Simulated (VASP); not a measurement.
Input of a VASP 6.6.1 run:

The input INCAR:

```
SYSTEM = Al3GaN4
  PREC = Accurate
  ENCUT = 520
  EDIFF = 1E-6
  ISMEAR = 0
  SIGMA = 0.05
  LREAL = .FALSE.
  LASPH = .TRUE.
  NELM = 100
  ALGO = Normal
  ISIF = 2
  LWAVE = .FALSE.
  LCHARG = .FALSE.
  GGA = PS
  NBANDS = 31
```

KPOINTS

```
regular mesh
0
G
  6 6 6
  0 0 0
```

File POSCAR:

```
Al3GaN4
1.0
    4.4069948390      0.0000000000      0.0000000000
    0.0000000000      4.4069948390      0.0000000000
    0.0000000000      0.0000000000      4.4069948390
Al Ga N
3 1 4
Direct
    0.5000000000      0.5000000000      0.0000000000
    0.5000000000      0.0000000000      0.5000000000
    0.0000000000      0.5000000000      0.5000000000
    0.0098255777      0.0098255777      0.0098255777
    0.7447077168      0.7447077168      0.2552922832
    0.7447077168      0.2552922832      0.7447077168
    0.2552922832      0.7447077168      0.7447077168
    0.2552922832      0.2552922832      0.2552922832
```

Potentials or basis: VASP PAW PBE potentials, release 64 (Al, Ga_d, N).

The run is started by

```console
$ cat potpaw_PBE.64/Al/POTCAR potpaw_PBE.64/Ga_d/POTCAR potpaw_PBE.64/N/POTCAR > POTCAR
$ mpirun -np 1 vasp_std > vasp.out
```

(1) Estimate the largest force.

(2) Estimate the pressure.

(3) Estimate the band gap on the k mesh.

## Answers

(1) 1.522 eV/Å.

(2) 0.1 GPa.

(3) 3.16 eV, indirect (the least direct gap lies 0.4 meV higher).

Caveat: the cell differs from its parent crystal (all Ga atoms moved +0.075 Å, as atom 4 along Cartesian [1 1 1]); the PAW data sets were made with another functional, which shifts forces and pressure a little.
